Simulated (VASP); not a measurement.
H12C5O3, 40 atoms in the cell. The cell holds a disordered packing, 40 atoms: a = 8.193 Å, b = 8.193 Å, c = 8.193 Å, α = 90.00°, β = 90.00°, γ = 90.00°. 

- Program: VASP 6.6.1
- Task: single point
- Functional: PBEsol
- Potentials or basis: VASP PAW PBE potentials, release 64 (C_h, H_h, O_h)
- Cutoff: 1000 eV
- k mesh: 1 × 1 × 1
- Occupations: fermi-dirac, width 0.05 eV
- Spin: no spin polarisation
- Dipole correction: no
- Further INCAR settings: LREAL = Auto; ALGO = Normal; EDIFF = 1e-06; NBANDS = 76

Potentials or basis: VASP PAW PBE potentials, release 64 (C_h, H_h, O_h).

Command:

```bash
$ cat potpaw_PBE.64/C_h/POTCAR potpaw_PBE.64/H_h/POTCAR potpaw_PBE.64/O_h/POTCAR > POTCAR
$ mpirun -np 1 vasp_gam > vasp.out
```

Hardware: 1 thread of AMD EPYC 9R45 96-Core Processor (Zen 5), on a shared host.

**Question.** How long does it take, and how much memory?

**Answer.** It took 2.5 min on 1 thread of AMD EPYC 9R45 96-Core Processor (Zen 5), with other jobs on the host, peak memory 1.2 GiB. Counts: scf iterations 17, k points 1.
